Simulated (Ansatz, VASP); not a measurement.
## Two plane-wave programs on MnInCu

```
Mn In Cu
1.0
     2.18345   -2.88784    0.00000
     2.18345    2.88784    0.00000
     0.00000    0.00000    4.43608
Mn In Cu
1 1 1
Direct
  0.00000 0.00000 0.00000
  0.50000 0.50000 0.00000
  0.00000 0.00000 0.50000
```

Alike in both runs: task single point; functional PBE; k mesh 6 × 6 × 4; occupations gaussian, width 0.1 eV; collinear spin.

|  | VASP | Ansatz |
| --- | --- | --- |
| version | VASP 6.6.1 | Ansatz 0.2.0 |
| potentials or method | VASP PAW PBE potentials, release 64 (Mn_pv, In_d, Cu), cutoff 520 eV | scalar-relativistic, plane waves, PAW |
| valence electrons in the cell | 37 | 47 |

Ansatz gave:

- gap on the k mesh at the Fermi level (eV): none
- pressure (GPa): 27.5
- traceless stress, the component that is largest in VASP (GPa): 43.12
- net moment per atom (μB): 1.05
- size of the moment on the site where the two differ most (μB): 2.63

**Question.** Which values does VASP return?

**Answer.** gap on the k mesh at the Fermi level (eV): none; pressure (GPa): 27.8; traceless stress, the component that is largest in VASP (GPa): 43.07; net moment per atom (μB): 1.05; size of the moment on the site where the two differ most (μB): 2.90.

Site moments also hang on the region over which each program counts them. A gap of «none» marks a metal or a gap that the smearing closes. VASP's potentials hold 37 valence electrons a cell and Ansatz's 47, so a difference there can come from the potentials and not from the codes.
